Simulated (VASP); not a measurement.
A run of VASP 6.6.1:

File POSCAR:

```
Sr
1.0
    0.0000000000      3.0632687201      3.0632687201
    3.0632687201      0.0000000000      3.0632687201
    3.0632687201      3.0632687201      0.0000000000
Sr
1
Direct
    0.0000000000      0.0000000000      0.0000000000
```

INCAR.step1

```
PREC = Accurate
ENCUT = 520
ISMEAR = 1
SIGMA = 0.05
LREAL = F
LASPH = T
NELM = 80
NBANDS = 11
GGA = PE
ALGO = Normal
EDIFF = 1E-4
LWAVE = T
LCHARG = F
```

The input INCAR.step2:

```
PREC = Accurate
ENCUT = 520
EDIFF = 1E-7
ISMEAR = 1
SIGMA = 0.05
LREAL = F
LASPH = T
NELM = 80
ALGO = Normal
ISIF = 2
LWAVE = F
LCHARG = F
METAGGA = R2SCAN
LMIXTAU = T
NBANDS = 11
ISTART = 1
```

Contents of KPOINTS:

```
Automatic mesh
0
Gamma
  7 7 7
```

Potentials or basis: VASP PAW PBE potentials, release 64 (Sr_sv).

Launch:

```sh
$ cat potpaw_PBE.64/Sr_sv/POTCAR > POTCAR
$ cp INCAR.step1 INCAR
$ mpirun -np 1 vasp_std > vasp.out
$ cp INCAR.step2 INCAR
$ mpirun -np 1 vasp_std > vasp.out
```

Hardware: 1 thread of Intel(R) Xeon(R) 6975P-C (Granite Rapids), with other jobs on the host.

**Question.** Estimate the wall time of this run.

**Answer.** It took 21 s on 1 thread of Intel(R) Xeon(R) 6975P-C (Granite Rapids), with other jobs on the host, peak memory 0.18 GiB. Counts: k points 20.
